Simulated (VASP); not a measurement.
# Mo (P-1) in VASP: single point with PBE0

Aim: the single point of Mo with PBE0.

All numbers are computed with VASP 6.6.1; they aren't measurements. Logs are shortened: lines on timing, memory, paths and dates and some standing lists are left out, and cuts for length are marked.

### Step 1. The cell of the first run

The typed cell holds 1 atom: a = 2.825 Å, b = 2.722 Å, c = 2.538 Å, α = 89.36°, β = 92.00°, γ = 122.00°.

### Step 2. Single point, PBE0

The input, POSCAR:

```
Mo
1.0
    2.8244807000     -0.0180516400     -0.0483609000
   -1.4278735300      2.3175461800      0.0145522700
   -0.0451728600     -0.0103847700      2.5373308300
Mo
1
Direct
    0.0000000000      0.0000000000      0.5000000000
```

The input, INCAR.step1:

```
ALGO     = Normal         # electronic algorithm
EDIFF    = 1E-5           # SCF threshold, eV
ENCUT    = 520            # plane-wave cutoff, eV
GGA      = PE             # functional
ISIF     = 2              # what is computed and relaxed
ISMEAR   = -1             # smearing method
KPAR     = 4            
LASPH    = T              # aspherical terms in the spheres
LCHARG   = F              # write CHGCAR
LREAL    = F              # projectors in reciprocal space
LWAVE    = T              # write WAVECAR
NBANDS   = 13             # bands
NELM     = 100            # most SCF steps
PREC     = Accurate       # precision mode
SIGMA    = 0.05           # smearing width, eV
```

The input, INCAR.step2:

```
AEXX     = 0.25           # exact-exchange fraction
ALGO     = Normal         # electronic algorithm
EDIFF    = 1E-6           # SCF threshold, eV
ENCUT    = 520            # plane-wave cutoff, eV
GGA      = PE             # functional
ISIF     = 2              # what is computed and relaxed
ISMEAR   = -1             # smearing method
ISTART   = 1            
KPAR     = 4            
LASPH    = T              # aspherical terms in the spheres
LCHARG   = F              # write CHGCAR
LHFCALC  = T              # exact exchange
LREAL    = F              # projectors in reciprocal space
LWAVE    = F              # write WAVECAR
NBANDS   = 13             # bands
NELM     = 100            # most SCF steps
PREC     = Accurate       # precision mode
PRECFOCK = Normal       
SIGMA    = 0.05           # smearing width, eV
```

The input, KPOINTS:

```
k-points
0
Gamma
  6 7 6
```

Potentials or basis: VASP PAW PBE potentials, release 64 (Mo_sv).

Started as:

```console
cat potpaw_PBE.64/Mo_sv/POTCAR > POTCAR
cp INCAR.step1 INCAR
mpirun -np 4 vasp_std > vasp.out
cp INCAR.step2 INCAR
mpirun -np 4 vasp_std > vasp.out
```

OUTCAR:

```text
AEXX = 0.25
   EDIFF = 1E-6
   ENCUT = 520
   GGA = PE
   ISIF = 2
   ISMEAR = -1
   ISTART = 1
   LASPH = T
   LHFCALC = T
   LREAL = F
   NELM = 100
   PREC = Accurate
   PRECFOCK = Normal

 ion  position               nearest neighbor table
   1  0.000  0.000  0.500-

  LATTYP: Found a triclinic cell.
 ALAT       =     2.8249523647
 B/A-ratio  =     0.9636061948
 C/A-ratio  =     0.8983352041
 COS(alpha) =     0.0111980975
 COS(beta)  =     0.0348875442
 COS(gamma) =     0.5299847481

  Lattice vectors:

 A1 = (   2.8244807000,  -0.0180516400,  -0.0483609000)
 A2 = (   1.4278735300,  -2.3175461800,  -0.0145522700)
 A3 = (   0.0451728600,   0.0103847700,  -2.5373308300)

Analysis of symmetry for initial positions (statically):
=====================================================================
 Subroutine PRICEL returns:
 Original cell was already a primitive cell.

 Routine SETGRP: Setting up the symmetry group for a
 triclinic supercell.

 Subroutine GETGRP returns: Found  2 space group operations
 (whereof  2 operations were pure point group operations)
 out of a pool of  2 trial point group operations.

The static configuration has the point symmetry S_2 .

Analysis of symmetry for dynamics (positions and initial velocities):
=====================================================================
 Subroutine PRICEL returns:
 Original cell was already a primitive cell.

 Routine SETGRP: Setting up the symmetry group for a
 triclinic supercell.

 Subroutine GETGRP returns: Found  2 space group operations
 (whereof  2 operations were pure point group operations)
 out of a pool of  2 trial point group operations.

The dynamic configuration has the point symmetry S_2 .

 Subroutine INISYM returns: Found  2 space group operations
 (whereof  2 operations are pure point group operations),
 and found     1 'primitive' translations

----------------------------------------------------------------------------------------

                                     Primitive cell

  volume of cell :      16.5383

  direct lattice vectors                    reciprocal lattice vectors
     2.824480700 -0.018051640 -0.048360900     0.355570951  0.219026998  0.007226768
    -1.427873530  2.317546180  0.014552270     0.002799880  0.433204463  0.001822863
[... 96 lines left out ...]
   EMIN   =  10.00;   EMAX   =-10.00  energy-range for DOS
   EFERMI =   0.00;   METHOD = LEGACY
   ISMEAR =    -1;   SIGMA  =   0.05  broadening in eV -4-tet -1-fermi 0-gaus
   EFERMI_NEDOS =   21; number of points for ismear=-14 and -15
   IALGO  =     38    algorithm
   IMIX   =      1    mixing-type and parameters
     AMIX     =   0.40;   BMIX     =  1.00
     AMIX_MAG =   1.60;   BMIX_MAG =  1.00
  volume/ion in A,a.u.               =      16.54       111.61
  Fermi-wavevector in a.u.,A,eV,Ry     =   1.548653  2.926529 32.631197  2.398325
  Thomas-Fermi vector in A             =   2.653572
   LORBIT       =      0    0 simple, 1 ext, 2 COOP (PROOUT), +10 PAW based schemes
   GGA     = PE    functional components
   LHFCALC =     T    Hartree Fock is set to
   PRECFOCK=normal    Normal, Fast or Accurate (Low or Medium for compatibility)
   ENCUT4O =  -1.0   cutoff for four orbital integrals eV
   NKREDX  =     1    reduce k-point grid by
   NKREDY  =     1    reduce k-point grid by
   NKREDZ  =     1    reduce k-point grid by
   AEXX    =    0.2500 exact exchange contribution
   HFSCREEN=    0.0000 screening length (either q_TF or 0.3 A-1)
   HFSCREENC=   0.0000 screening length for correlation (either q_TF or 0.3 A-1)
   ENCUTFOCK=  -1.0 apply spherical cutoff to Coloumb kernel
   IVDW    =     0    specifies the selected vdW correction
   LEPSILON=     F    determine dielectric tensor
   LRPA    =     F    only Hartree local field effects (RPA)
 non-spin polarized calculation
  energy-cutoff  :      520.00
  volume of cell :       16.54
 maximum number of plane-waves:       457
 NGX is ok and might be reduce to    24
  NGX = 16; NGY = 16; NGZ = 16

 number of electron      13.9999999 magnetization

 Free energy of the ion-electron system (eV)
  ---------------------------------------------------
  ext. energy  EPLUGINS =         0.00000000
  ---------------------------------------------------
  free energy    TOTEN  =       -13.13249153 eV

  energy without entropy =      -13.13242301  energy(sigma->0) =      -13.13245727

 E-fermi :  11.7390     XC(G=0): -10.1986

 val. band max:       11.4744829894   @ k =   0.5000   0.4286   0.3333
 cond. band min:      11.9967375000   @ k =   0.1667  -0.4286   0.3333
 fundamental gap:      0.5222545106
 Fermi energy:        11.7390437800

 k-point     1 :       0.0000    0.0000    0.0000
  band No.  band energies     occupation
      1     -54.1869      2.00000
      2     -26.0148      2.00000
      3     -25.8797      2.00000
      4     -25.7791      2.00000
      5       3.2403      2.00000
      6       5.7560      2.00000
      7       9.0811      2.00000
      8      11.0231      2.00000
      9      16.8968      0.00000
     10      17.1469      0.00000
     11      25.5448      0.00000
     12      28.9527      0.00000
     13      33.0856      0.00000
[... 354 lines left out ...]
  band No.  band energies     occupation
      1     -54.0576      2.00000
      2     -26.3425      2.00000
      3     -26.2543      2.00000
      4     -25.9759      2.00000
      5       5.1856      2.00000
      6       7.4278      2.00000
      7       8.9754      2.00000
      8      12.4718      0.00000
      9      14.9081      0.00000
     10      15.6489      0.00000
     11      27.1320      0.00000
     12      27.9944      0.00000
     13      32.0914      0.00000

 [... further k-points ...]

------------------------ aborting loop because EDIFF is reached ----------------------------------------

  FORCE on cell =-STRESS in cart. coord.  units (eV):
  Direction    XX          YY          ZZ          XY          YZ          ZX
  --------------------------------------------------------------------------------------
  -------------------------------------------------------------------------------------
  Total        0.5733467     -0.5039313     -1.5547349      0.1348417     -0.1730113     -0.3048520
  in kB       55.5440426    -48.8192963   -150.6178840     13.0630478    -16.7607998    -29.5331111
  external PRESSURE =     -47.9643792 kB  Pullay stress =       0.0000000 kB

 VOLUME and BASIS-vectors are now :
 -----------------------------------------------------------------------------
  energy-cutoff  :      520.00
  volume of cell :       16.54
      direct lattice vectors                 reciprocal lattice vectors
     2.824480700 -0.018051640 -0.048360900     0.355570951  0.219026998  0.007226768
    -1.427873530  2.317546180  0.014552270     0.002799880  0.433204463  0.001822863
    -0.045172860 -0.010384770  2.537330830     0.006761037  0.001690057  0.394242231

 POSITION                                       TOTAL-FORCE (eV/Angst)
 -----------------------------------------------------------------------------------
     -0.02259     -0.00519      1.26867         0.000000     -0.000000      0.000000
 -----------------------------------------------------------------------------------
    total drift:                               -0.000000      0.000000      0.000000

  FREE ENERGIE OF THE ION-ELECTRON SYSTEM (eV)
  ---------------------------------------------------
  free  energy   TOTEN  =       -13.1324915281 eV

  energy  without entropy=      -13.1324230061  energy(sigma->0) =      -13.13245727
```

It took 18 min on 4 MPI ranks of Intel Xeon Platinum 8375C at 2.90GHz (Ice Lake), shared host; peak memory 0.15 GiB.

What came out:

| Item | Value |
| --- | --- |
| Free energy | -13.1325 eV |
| Pressure | -4.8 GPa |
| Band gap on the k mesh | zero (bands 7 and 8 overlap by 2.58 eV) |

Caveat: the k points lie up to 0.41 Å⁻¹ apart, too coarse for converged energies and pressures of a metal; the PAW data sets were made with another functional, which shifts forces and pressure a little.

The gap in the log of VASP goes by the Fermi energy; the results here count the filled bands.